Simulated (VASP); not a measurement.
# PbSe (P6_3mc) in VASP: settings compared

Aim: see how the results for PbSe move with the level of theory and the settings. Levels: LDA, PBE. Tasks: single point.

Everything below comes from runs of VASP 6.6.1. Logs are shortened: lines on timing, memory, paths and dates and some standing lists are left out, and cuts for length are marked.

## 1. The cell of the first run

Symmetry: P6_3mc, No. 186, hexagonal system. Conventional cell: a = 5.174 Å, b = 5.174 Å, c = 6.215 Å, α = 90.00°, β = 90.00°, γ = 120.00°. Within 3.9 Å of Pb (site symmetry 3m) lie 5 Se at 2.99 to 3.14 Å. Se (site symmetry 3m) has 5 Pb at 2.99 to 3.14 Å within 3.9 Å.

## 2. Single point, LDA

INCAR

```
PREC     = Accurate       # precision mode
ENCUT    = 500            # plane-wave cutoff, eV
EDIFF    = 1E-6           # SCF threshold, eV
ISMEAR   = 0              # smearing method
SIGMA    = 0.01           # smearing width, eV
LREAL    = F              # projectors in reciprocal space
LASPH    = T              # aspherical terms in the spheres
NELM     = 120            # most SCF steps
ALGO     = Normal         # electronic algorithm
ISIF     = 2              # what is computed and relaxed
LWAVE    = F              # write WAVECAR
LCHARG   = F              # write CHGCAR
GGA      = CA             # functional
NBANDS   = 28             # bands
GGA_COMPAT= F
```

KPOINTS

```
Automatic mesh
0
Gamma
  6 6 2
```

POSCAR

```
PbSe
1.0
    5.1741442664      0.0000000000      0.0000000000
   -2.5870721332      4.4809403775      0.0000000000
    0.0000000000      0.0000000000      6.2147757150
Pb Se
2 2
Direct
    0.3333333333      0.6666666667     -0.0648971074
    0.6666666667      0.3333333333      0.4351028926
    0.3333333333      0.6666666667      0.4398971074
    0.6666666667      0.3333333333      0.9398971074
```

Potentials or basis: VASP PAW LDA potentials, release 64 (Pb_d, Se).

Launch:

```console
> cat potpaw_LDA.64/Pb_d/POTCAR potpaw_LDA.64/Se/POTCAR > POTCAR
> mpirun -np 1 vasp_std > vasp.out
```

OUTCAR:

```text
PREC = Accurate
   ENCUT = 500
   EDIFF = 1E-6
   ISMEAR = 0
   LREAL = F
   LASPH = T
   NELM = 120
   ISIF = 2
   GGA = CA

 ion  position               nearest neighbor table
   1  0.333  0.667  0.935-   4 2.99   4 2.99   4 2.99   3 3.08   3 3.14
   2  0.667  0.333  0.435-   3 2.99   3 2.99   3 2.99   4 3.08   4 3.14
   3  0.333  0.667  0.440-   2 2.99   2 2.99   2 2.99   1 3.08   1 3.14
   4  0.667  0.333  0.940-   1 2.99   1 2.99   1 2.99   2 3.08   2 3.14

  LATTYP: Found a hexagonal cell.
 ALAT       =     5.1741442664
 C/A-ratio  =     1.2011214599

  Lattice vectors:

 A1 = (   5.1741442664,   0.0000000000,   0.0000000000)
 A2 = (  -2.5870721332,   4.4809403775,   0.0000000000)
 A3 = (   0.0000000000,   0.0000000000,   6.2147757150)

Analysis of symmetry for initial positions (statically):
=====================================================================
 Subroutine PRICEL returns:
 Original cell was already a primitive cell.

 Routine SETGRP: Setting up the symmetry group for a
 hexagonal supercell.

 Subroutine GETGRP returns: Found 12 space group operations
 (whereof  6 operations were pure point group operations)
 out of a pool of 24 trial point group operations.

The static configuration has the point symmetry C_3v.
 The point group associated with its full space group is C_6v.

Analysis of symmetry for dynamics (positions and initial velocities):
=====================================================================
 Subroutine PRICEL returns:
 Original cell was already a primitive cell.

 Routine SETGRP: Setting up the symmetry group for a
 hexagonal supercell.

 Subroutine GETGRP returns: Found 12 space group operations
 (whereof  6 operations were pure point group operations)
 out of a pool of 24 trial point group operations.

The dynamic configuration has the point symmetry C_3v.
 The point group associated with its full space group is C_6v.

 Subroutine INISYM returns: Found 12 space group operations
 (whereof  6 operations are pure point group operations),
 and found     1 'primitive' translations

----------------------------------------------------------------------------------------

                                     Primitive cell

  volume of cell :     144.0898

  direct lattice vectors                    reciprocal lattice vectors
     5.174144266  0.000000000  0.000000000     0.193268674  0.111583721  0.000000000
    -2.587072133  4.480940377  0.000000000     0.000000000  0.223167442  0.000000000
     0.000000000  0.000000000  6.214775715     0.000000000  0.000000000  0.160906853

  length of vectors
     5.174144266  5.174144266  6.214775715     0.223167442  0.223167442  0.160906853

  position of ions in fractional coordinates (direct lattice)
     0.333333333  0.666666667  0.935102893
     0.666666667  0.333333333  0.435102893
     0.333333333  0.666666667  0.439897107
     0.666666667  0.333333333  0.939897107

  ion indices of the primitive-cell ions
   primitive index   ion index
                 1           1
                 2           2
                 3           3
                 4           4

----------------------------------------------------------------------------------------

 KPOINTS: Automatic mesh

Automatic generation of k-mesh.
 Grid dimensions read from file:
 generate k-points for:    6    6    2

 Generating k-lattice:

  Cartesian coordinates                     Fractional coordinates (reciprocal lattice)
     0.032211446  0.018597287  0.000000000     0.166666667  0.000000000  0.000000000
     0.000000000  0.037194574  0.000000000     0.000000000  0.166666667  0.000000000
     0.000000000  0.000000000  0.080453426     0.000000000  0.000000000  0.500000000

  Length of vectors
     0.037194574  0.037194574  0.080453426

  Shift w.r.t. Gamma in fractional coordinates (k-lattice)
     0.000000000  0.000000000  0.000000000

 Subroutine IBZKPT returns following result:
 ===========================================

 Found     14 irreducible k-points:

 Following reciprocal coordinates:
            Coordinates               Weight
  0.000000  0.000000  0.000000      1.000000
  0.166667 -0.000000  0.000000      6.000000
  0.333333 -0.000000  0.000000      6.000000
  0.500000 -0.000000  0.000000      3.000000
  0.166667  0.166667  0.000000      6.000000
  0.333333  0.166667  0.000000     12.000000
  0.333333  0.333333  0.000000      2.000000
  0.000000  0.000000  0.500000      1.000000
  0.166667 -0.000000  0.500000      6.000000
  0.333333 -0.000000  0.500000      6.000000
  0.500000 -0.000000  0.500000      3.000000
  0.166667  0.166667  0.500000      6.000000
  0.333333  0.166667  0.500000     12.000000
  0.333333  0.333333  0.500000      2.000000
   k-points           NKPTS =     14   k-points in BZ     NKDIM =     14   number of bands    NBANDS=     28
   number of dos      NEDOS =    301   number of ions     NIONS =      4
   total plane-waves  NPLWV =  76800
   dimension x,y,z NGX =    40 NGY =   40 NGZ =   48
   dimension x,y,z NGXF=    80 NGYF=   80 NGZF=   96
   ions per type =               2   2
   NGX,Y,Z   is equivalent  to a cutoff of  12.85, 12.85, 12.84 a.u.
   NGXF,Y,Z  is equivalent  to a cutoff of  25.70, 25.70, 25.68 a.u.
 SYSTEM =  unknown system
   PREC   = accura    normal or accurate (medium, high low for compatibility)
   ISTART =      0    job   : 0-new  1-cont  2-samecut
   ICHARG =      2    charge: 1-file 2-atom 10-const
   ISPIN  =      1    spin polarized calculation?
   LNONCOLLINEAR =      F non collinear calculations
   LSORBIT =      F    spin-orbit coupling
   LASPH  =      T    aspherical Exc in radial PAW
   ENCUT  =  500.0 eV  36.75 Ry    6.06 a.u.   9.43  9.43 11.33*2*pi/ulx,y,z
   NELM   =    120;   NELMIN=  2; NELMDL= -5     # of ELM steps
   EDIFF  = 0.1E-05   stopping-criterion for ELM
   LREAL  =      F    real-space projection
   EDIFFG = 0.1E-04   stopping-criterion for IOM
   NSW    =      0    number of steps for IOM
   IBRION =     -1    ionic relax: 0-MD 1-quasi-New 2-CG
   NFREE  =      0    steps in history (QN), initial steepest desc. (CG)
   ISIF   =      2    stress and relaxation
   ISYM   =      2    0-nonsym 1-usesym 2-fastsym
   POTIM  = 0.5000    time-step for ionic-motion
   TEBEG  =    0.0;   TEEND  =   0.0 temperature during run
   PSTRESS=    0.0 pullay stress
   NELECT =      40.0000    total number of electrons
   NUPDOWN=      -1.0000    fix difference up-down
   EMIN   =  10.00;   EMAX   =-10.00  energy-range for DOS
   EFERMI =   0.00;   METHOD = LEGACY
   ISMEAR =     0;   SIGMA  =   0.01  broadening in eV -4-tet -1-fermi 0-gaus
   EFERMI_NEDOS =   21; number of points for ismear=-14 and -15
   IALGO  =     38    algorithm
   IMIX   =      4    mixing-type and parameters
     AMIX     =   0.40;   BMIX     =  1.00
     AMIX_MAG =   1.60;   BMIX_MAG =  1.00
  volume/ion in A,a.u.               =      36.02       243.09
  Fermi-wavevector in a.u.,A,eV,Ry     =   1.067949  2.018131 15.517644  1.140515
  Thomas-Fermi vector in A             =   2.203581
   LORBIT       =      0    0 simple, 1 ext, 2 COOP (PROOUT), +10 PAW based schemes
   GGA     = CA    functional components
   LHFCALC =     F    Hartree Fock is set to
   AEXX    =    0.0000 exact exchange contribution
   IVDW    =     0    specifies the selected vdW correction
   LEPSILON=     F    determine dielectric tensor
   LRPA    =     F    only Hartree local field effects (RPA)
 non-spin polarized calculation
 Gauss-broadening in eV      SIGMA  =   0.01
  energy-cutoff  :      500.00
  volume of cell :      144.09
 maximum number of plane-waves:      3683
 NGX is ok and might be reduce to    40
   NGX = 19   NGY = 19   NGZ = 23

 number of electron      40.0000002 magnetization

 Free energy of the ion-electron system (eV)
  ---------------------------------------------------
  ext. energy  EPLUGINS =         0.00000000
  ---------------------------------------------------
  free energy    TOTEN  =       -17.88368111 eV

  energy without entropy =      -17.88368111  energy(sigma->0) =      -17.88368111

 E-fermi :   3.0026     XC(G=0):  -8.6051

 val. band max:        2.9131428882   @ k =   0.3333   0.3333   0.5000
 cond. band min:       3.9087215845   @ k =   0.3333   0.3333   0.5000
 fundamental gap:      0.9955786963
 Fermi energy:         3.0026287149

 k-point     1 :       0.0000    0.0000    0.0000
  band No.  band energies     occupation
      1     -13.9421      2.00000
      2     -13.8477      2.00000
      3     -13.8465      2.00000
      4     -13.8465      2.00000
      5     -13.8297      2.00000
      6     -13.8297      2.00000
[... 20 lines left out ...]
     27       8.5671      0.00000
     28       9.2126      0.00000

 k-point     2 :       0.1667   -0.0000    0.0000
  band No.  band energies     occupation
      1     -13.9382      2.00000
      2     -13.8536      2.00000
      3     -13.8480      2.00000
      4     -13.8457      2.00000
      5     -13.8304      2.00000
      6     -13.8293      2.00000
[... 20 lines left out ...]
     27       8.3531      0.00000
     28       8.8689      0.00000

 k-point     3 :       0.3333   -0.0000    0.0000
  band No.  band energies     occupation
      1     -13.9282      2.00000
      2     -13.8697      2.00000
      3     -13.8506      2.00000
      4     -13.8436      2.00000
      5     -13.8281      2.00000
      6     -13.8263      2.00000
[... 20 lines left out ...]
     27       8.4569      0.00000
     28       9.1042      0.00000

 k-point     4 :       0.5000   -0.0000    0.0000
  band No.  band energies     occupation
      1     -13.9207      2.00000
      2     -13.8806      2.00000
      3     -13.8518      2.00000
      4     -13.8423      2.00000
      5     -13.8271      2.00000
      6     -13.8252      2.00000
[... 268 lines left out ...]
     27       9.8039      0.00000
     28       9.8039      0.00000

 k-point    13 :       0.3333    0.1667    0.5000
  band No.  band energies     occupation
      1     -13.8713      2.00000
      2     -13.8713      2.00000
      3     -13.8450      2.00000
      4     -13.8450      2.00000
      5     -13.8358      2.00000
      6     -13.8358      2.00000
[... 20 lines left out ...]
     27       9.2653      0.00000
     28       9.2653      0.00000

 k-point    14 :       0.3333    0.3333    0.5000
  band No.  band energies     occupation
      1     -13.8673      2.00000
      2     -13.8673      2.00000
      3     -13.8485      2.00000
      4     -13.8485      2.00000
      5     -13.8343      2.00000
      6     -13.8343      2.00000
[... 20 lines left out ...]
     27       9.1760      0.00000
     28       9.1760      0.00000

------------------------ aborting loop because EDIFF is reached ----------------------------------------

  FORCE on cell =-STRESS in cart. coord.  units (eV):
  Direction    XX          YY          ZZ          XY          YZ          ZX
  --------------------------------------------------------------------------------------
  -------------------------------------------------------------------------------------
  Total       -2.8120060     -2.8120060      1.0374409      0.0000000      0.0000000      0.0000000
  in kB      -31.2675367    -31.2675367     11.5356157      0.0000000      0.0000000      0.0000000
  external PRESSURE =     -16.9998192 kB  Pullay stress =       0.0000000 kB

 VOLUME and BASIS-vectors are now :
 -----------------------------------------------------------------------------
  energy-cutoff  :      500.00
  volume of cell :      144.09
      direct lattice vectors                 reciprocal lattice vectors
     5.174144266  0.000000000  0.000000000     0.193268674  0.111583721  0.000000000
    -2.587072133  4.480940377  0.000000000     0.000000000  0.223167442  0.000000000
     0.000000000  0.000000000  6.214775715     0.000000000  0.000000000  0.160906853

 POSITION                                       TOTAL-FORCE (eV/Angst)
 -----------------------------------------------------------------------------------
     -0.00000      2.98729      5.81145        -0.000000      0.000000     -0.025769
      2.58707      1.49365      2.70407         0.000000     -0.000000     -0.025769
     -0.00000      2.98729      2.73386         0.000000      0.000000      0.025769
      2.58707      1.49365      5.84125         0.000000      0.000000      0.025769
 -----------------------------------------------------------------------------------
    total drift:                               -0.000000      0.000000     -0.000797

  FREE ENERGIE OF THE ION-ELECTRON SYSTEM (eV)
  ---------------------------------------------------
  free  energy   TOTEN  =       -17.8836811112 eV

  energy  without entropy=      -17.8836811112  energy(sigma->0) =      -17.88368111
```

It took 69 s on 1 thread of AMD EPYC 7R13, shared host; peak memory 0.2 GiB.

What came out:

| Property | Result |
| --- | --- |
| Free energy | -17.8837 eV |
| Pressure | -1.7 GPa |
| Largest force | 0.026 eV/Å |
| Band gap on the k mesh | 1.00 eV |

Forces on the atoms (eV/Å):
```
Pb   0.000  0.000 -0.026
Pb   0.000  0.000 -0.026
Se   0.000  0.000  0.026
Se   0.000  0.000  0.026
```

Levels at points of the mesh, in eV from the valence-band top:
```csv
k point,band 18,band 19,band 20,band 21,band 22,band 23
"(0.00, 0.00, 0.00)",-1.69,-1.67,-1.67,1.62,1.62,3.11
"(0.50, 0.00, 0.00)",-2.14,-2.08,-0.64,2.52,3.10,3.93
"(0.00, 0.00, 0.50)",-2.32,-1.31,-1.31,2.03,2.03,2.03
"(0.50, 0.00, 0.50)",-1.74,-0.67,-0.67,1.24,1.24,2.84
```

Caveat: the k points lie up to 0.51 Å⁻¹ apart; the structure was generated, so it needn't be the stable form of PbSe; spin-orbit coupling is left out, which moves the levels of the heavy elements.

## 3. Single point, PBE

INCAR

```
PREC = Accurate
ENCUT = 500
EDIFF = 1E-6
ISMEAR = 0
SIGMA = 0.01
LREAL = F
LASPH = T
NELM = 120
ALGO = Normal
ISIF = 2
LWAVE = F
LCHARG = F
GGA = PE
NBANDS = 28
GGA_COMPAT = F
```

KPOINTS is that of step 2.

POSCAR is that of step 2.

Potentials or basis: VASP PAW PBE potentials, release 64 (Pb_d, Se).

Launch:

```console
> cat potpaw_PBE.64/Pb_d/POTCAR potpaw_PBE.64/Se/POTCAR > POTCAR
> mpirun -np 1 vasp_std > vasp.out
```

Wall time 84 s (1 thread of AMD EPYC 7R13, shared host); peak memory 0.24 GiB.

Results (log left out):

```yaml
Free_energy: -15.7090 eV
Pressure: 1.5 GPa
Largest_force: 0.014 eV/Å
Band_gap_on_the_k_mesh: 1.14 eV
```

Forces on the atoms (eV/Å):
```
Pb   0.000  0.000 -0.014
Pb   0.000  0.000 -0.014
Se   0.000  0.000  0.014
Se   0.000  0.000  0.014
```

Stress tensor (GPa, compression positive):
```
-0.01  0.00  0.00
 0.00 -0.01  0.00
 0.00  0.00  4.43
```

Levels at points of the mesh, in eV from the valence-band top:
```tsv
k point	band 17	band 18	band 19	band 20	band 21	band 22	band 23	band 24
(0.00, 0.00, 0.00)	-2.90	-1.68	-1.68	-1.68	1.73	1.73	3.19	3.19
(0.50, 0.00, 0.00)	-2.71	-2.08	-2.08	-0.63	2.63	3.22	4.02	4.14
(0.00, 0.00, 0.50)	-2.31	-2.31	-1.30	-1.30	2.12	2.12	2.12	2.12
(0.50, 0.00, 0.50)	-1.71	-1.71	-0.66	-0.66	1.37	1.37	2.94	2.94
```

Caveat: the k points lie up to 0.51 Å⁻¹ apart; the structure was generated, so it needn't be the stable form of PbSe; spin-orbit coupling is left out, which moves the levels of the heavy elements. A k mesh can miss the band edges.
